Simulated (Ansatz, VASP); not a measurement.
# One calculation of N, two programs

```
N
1.0
     4.08406    0.00000    0.00000
     0.00000    4.08406    0.00000
     0.00000    0.00000    5.34591
N
4
Direct
  0.90428 0.90428 0.00000
  0.59572 0.40427 0.50000
  0.09573 0.09573 0.00000
  0.40427 0.59572 0.52000
```

Alike in both runs: task single point; functional r2SCAN; k mesh 3 × 3 × 2; no spin polarisation.

```csv
,VASP,Ansatz
version,VASP 6.6.1,Ansatz 0.2.0
potentials or method,"VASP PAW PBE potentials, release 64 (N)","plane waves, PAW"
plane-wave cutoff (eV),520,500
occupations,"gaussian, width 0.01 eV",fixed
valence electrons in the cell,20,20
```

VASP gave:

* rms of the force components (eV/Å): 0.275

Task: What did Ansatz give for the same quantities?

Result: rms of the force components (eV/Å): 1.267.

VASP's potentials were made for PBE, not for r2SCAN. Atom by atom the forces differ by 1.110 eV/Å (rms over components). One of these differences is far larger than is usual between the two programs; its cause wasn't traced.

The k mesh is coarse, so the values compare programs but aren't converged. Noted on VASP's run: the standard files for N, O and F lose accuracy on very short bonds.
